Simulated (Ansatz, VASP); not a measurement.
## Ba: VASP beside Ansatz

```xyz
1
Lattice="0.0000 3.0814 3.0814 3.0814 0.0000 3.0814 3.0814 3.0814 0.0000" Properties=species:S:1:pos:R:3 pbc="T T T"
Ba    0.0000    0.0000    0.0000
```

Alike in both runs: functional PBEsol; k mesh 12 × 12 × 12; occupations gaussian, width 0.1 eV; no spin polarisation.

Ansatz relaxed the structure, and its values are those at the end. VASP's run is a single point on that final structure, the one shown.

|  | VASP | Ansatz |
| --- | --- | --- |
| version | VASP 6.6.1 | Ansatz 0.2.0 |
| potentials or method | VASP PAW PBE potentials, release 64 (Ba_sv), cutoff 520 eV | scalar-relativistic, plane waves, PAW |
| valence electrons in the cell | 10 | 10 |

|  | VASP | Ansatz | Ansatz less VASP |
| --- | --- | --- | --- |
| gap on the k mesh at the Fermi level (eV) | none | none | - |
| pressure (GPa) | 0.1 | 0.0 | -0.06 |

VASP's potentials were made for PBE, not for PBEsol. A gap of «none» marks a metal or a gap that the smearing closes.

Spin-orbit coupling is off throughout.
